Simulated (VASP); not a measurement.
A run of VASP 6.6.1:

INCAR

```
ALGO     = Normal         # electronic algorithm
EDIFF    = 1E-7           # SCF threshold, eV
ENCUT    = 520            # plane-wave cutoff, eV
GGA      = PE             # functional
ISIF     = 2              # what is computed and relaxed
ISMEAR   = 0              # smearing method
LASPH    = T              # aspherical terms in the spheres
LCHARG   = F              # write CHGCAR
LREAL    = F              # projectors in reciprocal space
LWAVE    = F              # write WAVECAR
NBANDS   = 28             # bands
NELM     = 80             # most SCF steps
PREC     = Accurate       # precision mode
SIGMA    = 0.01           # smearing width, eV
```

Contents of KPOINTS:

```
k-points
0
Gamma
  6 6 6
```

File POSCAR:

```
BaZrO3
1.0
    4.1561169902      0.0000000000      0.0000000000
    0.0000000000      4.1561169902      0.0000000000
    0.0000000000      0.0000000000      4.1561169902
Ba Zr O
1 1 3
Direct
    0.0000000000      0.0000000000      0.0000000000
    0.5000000000      0.5000000000      0.5000000000
    0.0000000000      0.5000000000      0.5000000000
    0.5000000000      0.0000000000      0.5000000000
    0.5000000000      0.5000000000      0.0000000000
```

Potentials or basis: VASP PAW PBE potentials, release 64 (Ba_sv, Zr_sv, O).

Run with:

```sh
$ cat potpaw_PBE.64/Ba_sv/POTCAR potpaw_PBE.64/Zr_sv/POTCAR potpaw_PBE.64/O/POTCAR > POTCAR
$ mpirun -np 1 vasp_std > vasp.out
```

Hardware: 1 thread of Intel Xeon 6975P-C (shared host).

How long does it take, and how much memory?

Run time: 65 s on 1 thread of Intel Xeon 6975P-C, with other jobs on the host, peak memory 0.2 GiB. Counts: scf iterations 15, k points 20.
